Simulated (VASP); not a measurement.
Runs of VASP 6.6.1 on Br. The structure is that of space group I4/mmm (No. 139), or close to it. The cells are those of the table. 

```tsv
cell	gap on the mesh (eV)	pressure (GPa)
a = 4.014 Å, angles 139.2, 139.2, 59.0°, 1 atom	none	(b)
a = 4.151 Å, angles 139.2, 139.2, 59.0°, 1 atom	none	-1.6
a = 4.287 Å, angles 139.2, 139.2, 59.0°, 1 atom	none	-3.7
a = 3.878 Å, angles 139.2, 139.2, 59.0°, 1 atom	none	8.3
a = 3.947 Å, angles 139.2, 139.2, 59.0°, 1 atom	none	4.8
a = 4.219 Å, angles 139.2, 139.2, 59.0°, 1 atom	none	(a)
```

Alike in all rows: task single point; level PBE+D3(BJ); potentials or basis VASP PAW PBE potentials, release 64 (Br); no spin polarisation; k mesh 22 × 22 × 22; cutoff (eV) 520; smearing gaussian 0.15 eV.

**Question.** Estimate the missing entries.

**Answer.** (a) -2.8; (b) 2.1.

Caveats: an odd number of electrons without spin polarisation forces a metal; a magnetic or distorted state may lie lower; the cell stands under tension (at least some runs); the stress differs along the axes, from 1 to 12 GPa (at least some runs); the stress differs along the axes, from 1 to 7 GPa (at least some runs).

A k mesh can miss the band edges, and the runs leave out spin-orbit coupling on Br.

A gap of «none» marks levels without a gap at the run's occupations.
